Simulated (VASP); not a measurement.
Input of a VASP 6.6.1 run:

The input INCAR:

```
SYSTEM = NaF
PREC     = Accurate       ! precision mode
ENCUT    = 600            ! plane-wave cutoff, eV
EDIFF    = 1E-6           ! SCF threshold, eV
ISMEAR   = 0              ! smearing method
SIGMA    = 0.05           ! smearing width, eV
LREAL    = .False.        ! projectors in reciprocal space
LASPH    = .True.         ! aspherical terms in the spheres
NELM     = 120            ! most SCF steps
ALGO     = Normal         ! electronic algorithm
ISIF     = 2              ! what is computed and relaxed
LWAVE    = .False.        ! write WAVECAR
LCHARG   = .True.         ! write CHGCAR
GGA      = PE             ! functional
LELF     = .True.         ! ELF
LVHAR    = .True.       
NBANDS   = 14             ! bands
GGA_COMPAT= .False.
```

Contents of KPOINTS:

```
regular mesh
0
Gamma
  8 8 8
  0 0 0
```

The input POSCAR:

```
NaF
1.0
    0.0000000000      2.3233000000      2.3233000000
    2.3233000000      0.0000000000      2.3233000000
    2.3233000000      2.3233000000      0.0000000000
Na F
1 1
Direct
    0.0031063050      0.0031063050      0.0031063050
    0.5000000000      0.5000000000      0.5000000000
```

Potentials or basis: VASP PAW PBE potentials, release 64 (Na_pv, F).

The run is started by

```bash
$ cat potpaw_PBE.64/Na_pv/POTCAR potpaw_PBE.64/F/POTCAR > POTCAR
$ mpirun -np 1 vasp_std > vasp.out
```

(1) What does it give for the largest force?

(2) What does it give for the pressure?

(3) Estimate the band gap on the k mesh.

Results:

(1) 0.059 eV/Å.

(2) 1.5 GPa.

(3) 6.26 eV, direct.

Caveat: the cell differs from its parent crystal (all Na atoms moved +0.025 Å, as atom 1 along Cartesian [1 1 1]).
